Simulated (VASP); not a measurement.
# CaO (Fm-3m) in VASP: notebook

CaO is run at these levels: HSE06; tasks: single point.

Everything below comes from runs of VASP 6.6.1. Logs are shortened: lines on timing, memory, paths and dates and some standing lists are left out, and cuts for length are marked.

## 1. The cell of the first run

It takes space group Fm-3m (No. 225, cubic). The conventional cell has a = 4.846 Å, b = 4.846 Å, c = 4.846 Å, α = 90.00°, β = 90.00°, γ = 90.00°. Ca (site symmetry m-3m) has 6 O at 2.42 Å within 3.2 Å. O (site symmetry m-3m) has 6 Ca at 2.42 Å within 3.2 Å.

## 2. Single point, HSE06 (14.23 Å³/atom)

File POSCAR:

```
CaO
1.0
    0.0000000000      2.4230592363      2.4230592363
    2.4230592363      0.0000000000      2.4230592363
    2.4230592363      2.4230592363      0.0000000000
Ca O
1 1
Direct
    0.0000000000      0.0000000000      0.0000000000
    0.5000000000      0.5000000000      0.5000000000
```

File INCAR.step1:

```
SYSTEM = CaO
PREC = Accurate ; ENCUT = 520
EDIFF = 1E-5 ; ISMEAR = 0
SIGMA = 0.02 ; LREAL = .False.
LASPH = .True. ; NELM = 80
ALGO = Normal ; ISIF = 2
LWAVE = .True. ; LCHARG = .False.
GGA = PE ; NBANDS = 15
```

File INCAR.step2:

```
SYSTEM = CaO
PREC = Accurate ; ENCUT = 520
EDIFF = 1E-6 ; ISMEAR = 0
SIGMA = 0.02 ; LREAL = .False.
LASPH = .True. ; NELM = 80
ALGO = Normal ; ISIF = 2
LWAVE = .False. ; LCHARG = .False.
GGA = PE ; LHFCALC = .True.
HFSCREEN = 0.2079 ; PRECFOCK = Normal
ISTART = 1 ; NBANDS = 15
```

File KPOINTS:

```
regular mesh
0
Gamma
  6 6 6
  0 0 0
```

Potentials or basis: VASP PAW PBE potentials, release 64 (Ca_sv, O).

The run is started by

```bash
cat potpaw_PBE.64/Ca_sv/POTCAR potpaw_PBE.64/O/POTCAR > POTCAR
cp INCAR.step1 INCAR
mpirun -np 1 vasp_std > vasp.out
cp INCAR.step2 INCAR
mpirun -np 1 vasp_std > vasp.out
```

OUTCAR:

```text
SYSTEM = CaO
   PREC = Accurate
   ENCUT = 520
   EDIFF = 1E-6
   ISMEAR = 0
   LREAL = .False.
   LASPH = .True.
   NELM = 80
   ISIF = 2
   GGA = PE
   LHFCALC = .True.
   HFSCREEN = 0.2079
   PRECFOCK = Normal
   ISTART = 1

 ion  position               nearest neighbor table
   1  0.000  0.000  0.000-   2 2.42   2 2.42   2 2.42   2 2.42   2 2.42   2 2.42
   2  0.500  0.500  0.500-   1 2.42   1 2.42   1 2.42   1 2.42   1 2.42   1 2.42

  LATTYP: Found a face centered cubic cell.
 ALAT       =     4.8461184726

  Lattice vectors:

 A1 = (   0.0000000000,   2.4230592363,   2.4230592363)
 A2 = (   2.4230592363,   0.0000000000,   2.4230592363)
 A3 = (   2.4230592363,   2.4230592363,   0.0000000000)

Analysis of symmetry for initial positions (statically):
=====================================================================
 Subroutine PRICEL returns:
 Original cell was already a primitive cell.

 Routine SETGRP: Setting up the symmetry group for a
 face centered cubic supercell.

 Subroutine GETGRP returns: Found 48 space group operations
 (whereof 48 operations were pure point group operations)
 out of a pool of 48 trial point group operations.

The static configuration has the point symmetry O_h .

Analysis of symmetry for dynamics (positions and initial velocities):
=====================================================================
 Subroutine PRICEL returns:
 Original cell was already a primitive cell.

 Routine SETGRP: Setting up the symmetry group for a
 face centered cubic supercell.

 Subroutine GETGRP returns: Found 48 space group operations
 (whereof 48 operations were pure point group operations)
 out of a pool of 48 trial point group operations.

The dynamic configuration has the point symmetry O_h .

 Subroutine INISYM returns: Found 48 space group operations
 (whereof 48 operations are pure point group operations),
 and found     1 'primitive' translations

----------------------------------------------------------------------------------------

                                     Primitive cell

  volume of cell :      28.4526

  direct lattice vectors                    reciprocal lattice vectors
     0.000000000  2.423059236  2.423059236    -0.206350713  0.206350713  0.206350713
     2.423059236  0.000000000  2.423059236     0.206350713 -0.206350713  0.206350713
     2.423059236  2.423059236  0.000000000     0.206350713  0.206350713 -0.206350713

  length of vectors
[... 90 lines left out ...]
   IALGO  =     38    algorithm
   IMIX   =      1    mixing-type and parameters
     AMIX     =   0.40;   BMIX     =  1.00
     AMIX_MAG =   1.60;   BMIX_MAG =  1.00
  volume/ion in A,a.u.               =      14.23        96.00
  Fermi-wavevector in a.u.,A,eV,Ry     =   1.351266  2.553522 24.843141  1.825919
  Thomas-Fermi vector in A             =   2.478702
   LORBIT       =      0    0 simple, 1 ext, 2 COOP (PROOUT), +10 PAW based schemes
   GGA     = PE    functional components
   LHFCALC =     T    Hartree Fock is set to
   PRECFOCK=normal    Normal, Fast or Accurate (Low or Medium for compatibility)
   ENCUT4O =  -1.0   cutoff for four orbital integrals eV
   NKREDX  =     1    reduce k-point grid by
   NKREDY  =     1    reduce k-point grid by
   NKREDZ  =     1    reduce k-point grid by
   AEXX    =    0.2500 exact exchange contribution
   HFSCREEN=    0.2079 screening length (either q_TF or 0.3 A-1)
   HFSCREENC=   0.2079 screening length for correlation (either q_TF or 0.3 A-1)
   ENCUTFOCK=  -1.0 apply spherical cutoff to Coloumb kernel
   IVDW    =     0    specifies the selected vdW correction
   LEPSILON=     F    determine dielectric tensor
   LRPA    =     F    only Hartree local field effects (RPA)
 non-spin polarized calculation
 Gauss-broadening in eV      SIGMA  =   0.02
  energy-cutoff  :      520.00
  volume of cell :       28.45
 maximum number of plane-waves:       778
 NGX is ok and might be reduce to    28
  NGX = 20; NGY = 20; NGZ = 20

 number of electron      16.0000001 magnetization

 Free energy of the ion-electron system (eV)
  ---------------------------------------------------
  ext. energy  EPLUGINS =         0.00000000
  ---------------------------------------------------
  free energy    TOTEN  =       -14.87357213 eV

  energy without entropy =      -14.87357213  energy(sigma->0) =      -14.87357213

 E-fermi :   1.2489     XC(G=0):  -8.5222

 val. band max:        1.1597024965   @ k =   0.0000   0.0000   0.0000
 cond. band min:       6.4548494772   @ k =   0.5000   0.5000   0.0000
 fundamental gap:      5.2951469807
 Fermi energy:         1.2488505395

 k-point     1 :       0.0000    0.0000    0.0000
  band No.  band energies     occupation
      1     -39.1389      2.00000
      2     -18.4456      2.00000
      3     -18.4456      2.00000
      4     -18.4456      2.00000
      5     -15.8307      2.00000
      6       1.1597      2.00000
      7       1.1597      2.00000
      8       1.1597      2.00000
      9       7.1667      0.00000
     10       9.2773      0.00000
     11       9.2773      0.00000
     12       9.2773      0.00000
     13      10.8643      0.00000
     14      10.8643      0.00000
[... 257 lines left out ...]
      2     -18.9393      2.00000
      3     -18.8449      2.00000
      4     -18.7580      2.00000
      5     -15.2461      2.00000
      6      -0.1704      2.00000
      7       0.0357      2.00000
      8       0.2956      2.00000
      9       7.8872      0.00000
     10      10.7273      0.00000
     11      11.4709      0.00000
     12      12.9167      0.00000
     13      12.9938      0.00000
     14      15.9538      0.00000
     15      16.3914      0.00000

------------------------ aborting loop because EDIFF is reached ----------------------------------------

  FORCE on cell =-STRESS in cart. coord.  units (eV):
  Direction    XX          YY          ZZ          XY          YZ          ZX
  --------------------------------------------------------------------------------------
  -------------------------------------------------------------------------------------
  Total       -0.4551555     -0.4551555     -0.4551555      0.0000000      0.0000000      0.0000000
  in kB      -25.6299818    -25.6299818    -25.6299818      0.0000000      0.0000000      0.0000000
  external PRESSURE =     -25.6299818 kB  Pullay stress =       0.0000000 kB

 VOLUME and BASIS-vectors are now :
 -----------------------------------------------------------------------------
  energy-cutoff  :      520.00
  volume of cell :       28.45
      direct lattice vectors                 reciprocal lattice vectors
     0.000000000  2.423059236  2.423059236    -0.206350713  0.206350713  0.206350713
     2.423059236  0.000000000  2.423059236     0.206350713 -0.206350713  0.206350713
     2.423059236  2.423059236  0.000000000     0.206350713  0.206350713 -0.206350713

 POSITION                                       TOTAL-FORCE (eV/Angst)
 -----------------------------------------------------------------------------------
      0.00000      0.00000      0.00000         0.000000      0.000000      0.000000
      2.42306      2.42306      2.42306        -0.000000     -0.000000     -0.000000
 -----------------------------------------------------------------------------------
    total drift:                                0.000000      0.000000      0.000000

  FREE ENERGIE OF THE ION-ELECTRON SYSTEM (eV)
  ---------------------------------------------------
  free  energy   TOTEN  =       -14.8735721330 eV

  energy  without entropy=      -14.8735721330  energy(sigma->0) =      -14.87357213
```

It took 47 min on 1 thread of Intel Xeon 8259CL, shared host; peak memory 0.27 GiB.

What came out:

```yaml
Free_energy: -14.8736 eV
Pressure: -2.6 GPa
Band_gap_on_the_k_mesh: 5.30 eV (least direct gap 5.72 eV)
```

Caveat: the PAW data sets were made with another functional, which shifts forces and pressure a little. A k mesh can miss the band edges.

## 3. Single point, HSE06 (14.64 Å³/atom)

This run uses another cell than the first one, of 14.64 Å³/atom.

File POSCAR:

```
CaO
1.0
    0.0000000000      2.4463593121      2.4463593121
    2.4463593121      0.0000000000      2.4463593121
    2.4463593121      2.4463593121      0.0000000000
Ca O
1 1
Direct
    0.0000000000      0.0000000000      0.0000000000
    0.5000000000      0.5000000000      0.5000000000
```

File INCAR.step1:

```
ALGO = Normal ; EDIFF = 1E-5
ENCUT = 520 ; GGA = PE
ISIF = 2 ; ISMEAR = 0
LASPH = T ; LREAL = F
LWAVE = T ; NBANDS = 15
NELM = 100 ; PREC = Accurate
SIGMA = 0.02
```

File INCAR.step2:

```
ALGO = Normal ; EDIFF = 1E-7
ENCUT = 520 ; GGA = PE
HFSCREEN = 0.2079 ; ISIF = 2
ISMEAR = 0 ; ISTART = 1
LASPH = T ; LCHARG = T
LELF = T ; LHFCALC = T
LREAL = F ; LVHAR = T
LWAVE = F ; NBANDS = 15
NELM = 100 ; PREC = Accurate
PRECFOCK = Normal ; SIGMA = 0.02
```

File KPOINTS:

```
k-points
0
Gamma
  6 6 6
```

Potentials or basis: VASP PAW PBE potentials, release 64 (Ca_sv, O).

The run is started by

```bash
cat potpaw_PBE.64/Ca_sv/POTCAR potpaw_PBE.64/O/POTCAR > POTCAR
cp INCAR.step1 INCAR
mpirun -np 1 vasp_std > vasp.out
cp INCAR.step2 INCAR
mpirun -np 1 vasp_std > vasp.out
```

Run time: 40 min. Hardware: 1 thread of Intel Xeon 8259CL, shared host; peak memory 0.27 GiB.

It converged, with:

```
Free energy            : -14.8538 eV
Pressure               : -5.4 GPa
Band gap on the k mesh : 5.29 eV (least direct gap 5.72 eV)
```

Levels at points of the mesh, in eV from the valence-band top:
| k point | band 5 | band 6 | band 7 | band 8 | band 9 | band 10 | band 11 | band 12 |
| --- | --- | --- | --- | --- | --- | --- | --- | --- |
| (0.00, 0.00, 0.00) | -16.93 | 0.00 | 0.00 | 0.00 | 5.76 | 8.03 | 8.03 | 8.03 |
| (0.50, 0.00, 0.00) | -15.77 | -2.68 | -1.15 | -1.15 | 8.76 | 9.63 | 10.27 | 10.27 |
| (0.50, 0.50, 0.00) | -16.67 | -1.46 | -0.43 | -0.43 | 5.29 | 9.71 | 10.81 | 11.54 |

Caveat: the cell stands under tension; the PAW data sets were made with another functional, which shifts forces and pressure a little.
